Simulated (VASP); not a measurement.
Runs of VASP 6.6.1 on MnO. The structure is that of space group P-6m2 (No. 187), or close to it. The cells are those of the table. 

```csv
task,level,cell,cutoff (eV),gap on the mesh (eV),pressure (GPa),moment (μB)
single point,PBE,"a = 3.009, b = 3.009, c = 2.936 Å, angles 90.0, 90.0, 120.0°, 2 atoms",520,none,-4.2,(c)
single point,PBE,"a = 3.028, b = 3.028, c = 2.955 Å, angles 90.0, 90.0, 120.0°, 2 atoms",520,none,-6.0,(b)
single point,PBE,"a = 2.989, b = 2.989, c = 2.917 Å, angles 90.0, 90.0, 120.0°, 2 atoms",520,none,-2.7,4.83
single point,RPBE+D3(BJ),"a = 2.932, b = 2.932, c = 2.748 Å, angles 90.0, 90.0, 120.0°, 2 atoms",520,none,0.4,4.54
single point,PBE,"a = 2.950, b = 2.950, c = 2.879 Å, angles 90.0, 90.0, 120.0°, 2 atoms",520,none,0.5,4.68
single point,PBE,"a = 2.929, b = 2.929, c = 2.859 Å, angles 90.0, 90.0, 120.0°, 2 atoms",520,none,(a),4.59
single point,PBE,"a = 2.909, b = 2.909, c = 2.839 Å, angles 90.0, 90.0, 120.0°, 2 atoms",520,none,4.6,4.49
relaxation of cell and atoms,RPBE+D3(BJ),"relaxed from a = 2.969, b = 2.969, c = 2.898 Å, angles 90.0, 90.0, 120.0°, 2 atoms",600,none,0.1,4.55
```

Alike in all rows: potentials or basis VASP PAW PBE potentials, release 64 (Mn_pv, O); spin collinear, ferromagnetic start; k mesh 10 × 10 × 9; smearing fermi-dirac 0.05 eV.

Question: Estimate the missing entries.

Answer: (a) 2.4; (b) 4.94; (c) 4.90.

Caveats: a cell with one magnetic atom can't hold antiferromagnetic order, which such compounds often take; semilocal functionals often make such compounds metallic where correlation or magnetic order opens a gap, which also shifts bond lengths; the PAW data sets were made with another functional, which shifts forces and pressure a little (some runs); pairwise dispersion overbinds metals, which lowers pressure and volume (some runs).

A gap of «none» marks levels without a gap at the run's occupations.
